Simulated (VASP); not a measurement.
Write the native input for VASP 6.6.1 that does the following.

| Item | Value |
| --- | --- |
| Task | single point |
| Functional | PBEsol |
| Potentials or basis | VASP PAW PBE potentials, release 64 (Sc_sv) |
| Cutoff | 520 eV |
| k mesh | 14 × 14 × 8 |
| Occupations | fermi-dirac, width 0.1 eV |
| Spin | no spin polarisation |
| Dipole correction | no |
| Further INCAR settings | ALGO = Normal; EDIFF = 1e-06; NBANDS = 18 |

The structure of Sc lies in POSCAR:

```
Sc
1.0
    3.2753041365      0.0000000000      0.0000000000
   -1.6376520683      2.8364965873      0.0000000000
    0.0000000000      0.0000000000      5.1058925626
Sc
2
Direct
    0.3333333333      0.6666666667      0.2500000000
    0.6666666667      0.3333333333      0.7500000000
```

One way to write it, as run:

INCAR

```
SYSTEM = Sc
PREC = Accurate
ENCUT = 520
EDIFF = 1E-6
ISMEAR = -1
SIGMA = 0.1
LREAL = .FALSE.
LASPH = .TRUE.
NELM = 60
ALGO = Normal
ISIF = 2
LWAVE = .FALSE.
LCHARG = .TRUE.
GGA = PS
LELF = .TRUE.
LVHAR = .TRUE.
NBANDS = 18
```

KPOINTS

```
Automatic mesh
0
G
  14 14 8
  0 0 0
```

Potentials or basis: VASP PAW PBE potentials, release 64 (Sc_sv).

Command:

```console
$ cat potpaw_PBE.64/Sc_sv/POTCAR > POTCAR
$ mpirun -np 1 vasp_std > vasp.out
```

It gave:

* Pressure: 0.0 GPa
* Band gap on the k mesh: zero (bands 11 and 12 overlap by 1.55 eV)

Caveat: the PAW data sets were made with another functional, which shifts forces and pressure a little.

Run time: 56 s on 1 thread of Intel(R) Xeon(R) Platinum 8488C (Sapphire Rapids), on a shared host, peak memory 0.21 GiB.
